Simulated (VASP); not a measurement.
Here is a VASP 6.6.1 calculation.

File POSCAR:

```
CsI
1.0
    4.6267950494      0.0000000000      0.0000000000
    0.0000000000      4.6267950494      0.0000000000
    0.0000000000      0.0000000000      4.6267950494
Cs I
1 1
Direct
    0.0000000000      0.0000000000      0.0000000000
    0.5000000000      0.5000000000      0.5000000000
```

File INCAR.step1:

```
SYSTEM = CsI
  PREC = Accurate
  ENCUT = 550
  ISMEAR = -1
  SIGMA = 0.02
  LREAL = .FALSE.
  LASPH = .TRUE.
  NELM = 120
  GGA = PE
  ALGO = Normal
  EDIFF = 1E-5
  LWAVE = .TRUE.
  LCHARG = .FALSE.
  GGA_COMPAT = .FALSE.
  IBRION = 2
  ISIF = 3
  EDIFFG = -0.005
  NELMIN = 4
  NSW = 100
```

File INCAR.step2:

```
SYSTEM = CsI
  PREC = Accurate
  ENCUT = 550
  EDIFF = 1E-7
  ISMEAR = -1
  SIGMA = 0.02
  LREAL = .FALSE.
  LASPH = .TRUE.
  NELM = 120
  ALGO = Normal
  ISIF = 3
  LWAVE = .FALSE.
  LCHARG = .FALSE.
  METAGGA = R2SCAN
  LMIXTAU = .TRUE.
  IBRION = 2
  NSW = 100
  EDIFFG = -0.005
  ISTART = 1
  GGA_COMPAT = .FALSE.
  NELMIN = 4
```

Contents of KPOINTS:

```
regular mesh
0
G
  6 6 6
  0 0 0
```

Potentials or basis: VASP PAW PBE potentials, release 64 (Cs_sv, I).

Launch:

```bash
$ cat potpaw_PBE.64/Cs_sv/POTCAR potpaw_PBE.64/I/POTCAR > POTCAR
$ cp INCAR.step1 INCAR
$ mpirun -np 1 vasp_std > vasp.out
$ cp INCAR.step2 INCAR
$ mpirun -np 1 vasp_std > vasp.out
```

Problem. What does it give for the relaxed cell?

Solution. a = 4.615 Å, b = 4.615 Å, c = 4.615 Å, α = 90.00°, β = 90.00°, γ = 90.00°.

Problem. Estimate the space group after relaxing (to 0.05 Å).

Solution. Pm-3m (No. 221).

Step by step:
| step | energy change (eV) | largest force (eV/Å) | pressure (GPa) | volume (Å³) |
| --- | --- | --- | --- | --- |
| 1 | 0.0000 | 0.0000 | -0.09 | 99.05 |
| 2 | -0.0002 | 0.0000 | -0.04 | 98.64 |
| 3 | -0.0002 | 0.0000 | 0.00 | 98.31 |

Caveat: the PAW data sets were made with another functional, which shifts forces and pressure a little.
